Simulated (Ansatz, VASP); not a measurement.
SiSe in VASP and in Ansatz

File POSCAR:

```
SiSe
1.0
    3.5466102599      0.0000000000      0.0000000000
   -1.7733051299      3.0714501119      0.0000000000
    0.0000000000      0.0000000000      3.5500925513
Si Se
1 1
Direct
    0.6666700000      0.3333300000      0.5000000000
    0.0000000000      0.0000000000      0.0000000000
```

The input INCAR.step1:

```
PREC = Accurate
ENCUT = 520
EDIFF = 1E-5
ISMEAR = -1
SIGMA = 0.05
LREAL = False
LASPH = True
NELM = 80
ALGO = Normal
ISIF = 2
LWAVE = True
NBANDS = 12
GGA = PE
```

Contents of INCAR.step2:

```
PREC = Accurate
ENCUT = 520
EDIFF = 1E-6
ISMEAR = -1
SIGMA = 0.05
LREAL = False
LASPH = True
NELM = 80
ALGO = Normal
ISIF = 2
LWAVE = False
LCHARG = True
METAGGA = R2SCAN
LHFCALC = True
AEXX = 0.25
LMIXTAU = True
PRECFOCK = Normal
LELF = True
LVHAR = True
NBANDS = 12
ISTART = 1
```

Contents of KPOINTS:

```
Automatic mesh
0
Gamma
  5 5 4
```

input.yaml

```yaml
crystal:
  lattice:
    - [3.5466102599, 0.0, 0.0]
    - [-1.7733051299, 3.0714501119, 0.0]
    - [0.0, 0.0, 3.5500925513]
  atoms:
    - { symbol: Si, position: [0.66667, 0.33333, 0.5] }
    - { symbol: Se, position: [0.0, 0.0, 0.0] }
hamiltonian:
  xc: r2scan0
  pseudopotentials: { kind: paw }
kpoints:
  mp_grid: { grid: [5, 5, 4] }
scf:
  occupations: { method: fermi_dirac, width: 0.05 }
output:
  forces: true
  stress: true
  eigenvalues: true
  write_density: true
  write_potential: true
  elf: true
  volumetric_format: npy
```

Alike in both runs: task single point; functional r2SCAN0; k mesh 5 × 5 × 4; occupations fermi-dirac, width 0.05 eV; no spin polarisation.

|  | VASP | Ansatz |
| --- | --- | --- |
| version | VASP 6.6.1 | Ansatz 0.2.0 |
| potentials or method | VASP PAW PBE potentials, release 64 (Si, Se) | Ansatz PAW |
| plane-wave cutoff (eV) | 520 | 500 |
| valence electrons in the cell | 10 | 20 |

Ansatz gave:

* gap on the k mesh at the Fermi level (eV): none
* pressure (GPa): 0.5
* traceless stress, the component that is largest in VASP (GPa): 1.24

Q: Estimate VASP's values.

A: gap on the k mesh at the Fermi level (eV): none; pressure (GPa): 0.1; traceless stress, the component that is largest in VASP (GPa): 1.16.

VASP's potentials were made for PBE, not for r2SCAN0. A gap of «none» marks a metal or a gap that the smearing closes. With one functional, cell and mesh, what is left measures potentials, basis and numerics. VASP's potentials hold 10 valence electrons a cell and Ansatz's 20, so a difference there can come from the potentials and not from the codes.

The k mesh is coarse, so the values compare programs but aren't converged.
